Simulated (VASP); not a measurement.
A run of VASP 6.6.1:

Contents of INCAR:

```
  PREC = Accurate
  ENCUT = 520
  EDIFF = 1E-6
  ISMEAR = 0
  SIGMA = 0.05
  LREAL = F
  LASPH = T
  NELM = 80
  ALGO = Normal
  ISIF = 2
  LWAVE = F
  LCHARG = F
  NBANDS = 15
```

Contents of KPOINTS:

```
regular mesh
0
Gamma
  6 6 6
```

File POSCAR:

```
BaS
1.0
    0.0000000000      3.1937508250      3.1937508250
    3.1937508250      0.0000000000      3.1937508250
    3.1937508250      3.1937508250      0.0000000000
Ba S
1 1
Direct
    0.5000000000      0.5000000000      0.5000000000
    0.0000000000      0.0000000000      0.0000000000
```

Potentials or basis: VASP PAW LDA potentials, release 64 (Ba_sv, S).

The run is started by

```bash
$ cat potpaw_LDA.64/Ba_sv/POTCAR potpaw_LDA.64/S/POTCAR > POTCAR
$ mpirun -np 1 vasp_std > vasp.out
```

Hardware: 1 thread of Intel(R) Xeon(R) Platinum 8259CL CPU @ 2.50GHz (Skylake/Cascade Lake), on a shared host.

**Question.** Estimate the wall time of this run.

**Answer.** Run time: 22 s on 1 thread of Intel(R) Xeon(R) Platinum 8259CL CPU @ 2.50GHz (Skylake/Cascade Lake), with other jobs on the host, peak memory 0.16 GiB. Counts: scf iterations 12, k points 16.
